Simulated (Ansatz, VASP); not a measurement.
One calculation of AlN, two programs

Contents of INCAR:

```
SYSTEM = AlN
PREC = Accurate
ENCUT = 520
EDIFF = 1E-7
ISMEAR = -1
SIGMA = 0.02
LREAL = .False.
LASPH = .True.
NELM = 80
ALGO = Normal
ISIF = 2
LWAVE = .False.
LCHARG = .True.
GGA = PE
LELF = .True.
LVHAR = .True.
NBANDS = 11
```

KPOINTS

```
regular mesh
0
Gamma
  10 10 10
  0 0 0
```

POSCAR

```
AlN
1.0
    0.0000000000      2.1848766800      2.1848766800
    2.1848766800      0.0000000000      2.1848766800
    2.1848766800      2.1848766800      0.0000000000
Al N
1 1
Direct
    0.0000000000      0.0000000000      0.0000000000
    0.7500000000      0.7500000000      0.7500000000
```

Input for Ansatz:

```yaml
crystal:
  lattice:
    - [0.0, 2.18487668, 2.18487668]
    - [2.18487668, 0.0, 2.18487668]
    - [2.18487668, 2.18487668, 0.0]
  atoms:
    - { symbol: Al, position: [0.0, 0.0, 0.0] }
    - { symbol: "N", position: [0.75, 0.75, 0.75] }
kpoints:
  mp_grid: { grid: [10, 10, 10] }
  band_path:
    path:
      - [[0.0, 0.0, 0.0], [-0.5, -0.5, -4.558550399906e-34], [-0.375, -0.375, 0.25]]
      - [[-0.375, -1.87402578226e-17, 0.375], [0.0, 0.0, 0.0], [-1.249350521507e-17, -1.249350521507e-17, 0.5], [-0.5, -0.25, 0.25], [-0.5, -0.5, -4.558550399906e-34]]
    npoints: 10
hamiltonian:
  xc: pbe
scf:
  occupations: { method: fermi_dirac, width: 0.02 }
  n_extra_bands: 4
output:
  forces: true
  stress: true
  eigenvalues: true
  write_density: true
  write_potential: true
  elf: true
  volumetric_format: npy
```

Alike in both runs: task single point; functional PBE; k mesh 10 × 10 × 10; occupations fermi-dirac, width 0.02 eV; no spin polarisation.

|  | VASP | Ansatz |
| --- | --- | --- |
| version | VASP 6.6.1 | Ansatz 0.2.0 |
| potentials or method | VASP PAW PBE potentials, release 64 (Al, N) | plane waves, PAW |
| plane-wave cutoff (eV) | 520 | 420 |
| valence electrons in the cell | 8 | 8 |

```tsv
	VASP	Ansatz	Ansatz less VASP
gap on the k mesh at the Fermi level (eV)	3.32	3.33	+0.008
pressure (GPa)	4.3	4.6	+0.27
```
